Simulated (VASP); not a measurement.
Set up this calculation in VASP 6.6.1, as the native input.

* Task: single point
* Functional: PBE
* Potentials or basis: VASP PAW PBE potentials, release 64 (Pd)
* Cutoff: 520 eV
* k mesh: 14 × 14 × 7
* Occupations: fermi-dirac, width 0.05 eV
* Spin: collinear spin
* Starting moments: [0.19, 0.19] μB
* Fixed moment: 0.38 μB
* Dipole correction: no
* Further INCAR settings: ALGO = Normal; EDIFF = 1e-07; NBANDS = 21

The structure of Pd lies in POSCAR:

```
Pd
1.0
    2.7836650458      0.0000000000      0.0000000000
   -1.3918325229      2.4107246453      0.0000000000
    0.0000000000      0.0000000000      4.6288930000
Pd
2
Direct
    0.6666666667      0.3333333333      0.7500000000
    0.3333333333      0.6666666667      0.2500000000
```

This isn't the form of Pd at room conditions, which is fcc.

The input as run:

INCAR

```
  ALGO = Normal
  EDIFF = 1E-7
  ENCUT = 520
  GGA = PE
  ISIF = 2
  ISMEAR = -1
  ISPIN = 2
  LASPH = T
  LCHARG = F
  LMAXMIX = 4
  LORBIT = 11
  LREAL = F
  LWAVE = F
  MAGMOM = 0.19 0.19
  NBANDS = 21
  NELM = 150
  NUPDOWN = 0.38
  PREC = Accurate
  SIGMA = 0.05
```

KPOINTS

```
k-points
0
Gamma
  14 14 7
```

Potentials or basis: VASP PAW PBE potentials, release 64 (Pd).

Run with:

```sh
$ cat potpaw_PBE.64/Pd/POTCAR > POTCAR
$ mpirun -np 1 vasp_std > vasp.out
```

It gave:

| Quantity | Value |
| --- | --- |
| Pressure | -1.6 GPa |
| Net moment | 0.38 μB per cell |
| Site moments | Pd +0.19 μB |
| Valence electrons inside the program's atomic spheres | Pd 9.34 |

Caveat: the total moment is fixed, so each spin has its own Fermi level and the state may be an excited one.

Run time: 100 s on 1 thread of Intel(R) Xeon(R) Platinum 8488C (Sapphire Rapids) (shared host), peak memory 0.23 GiB.
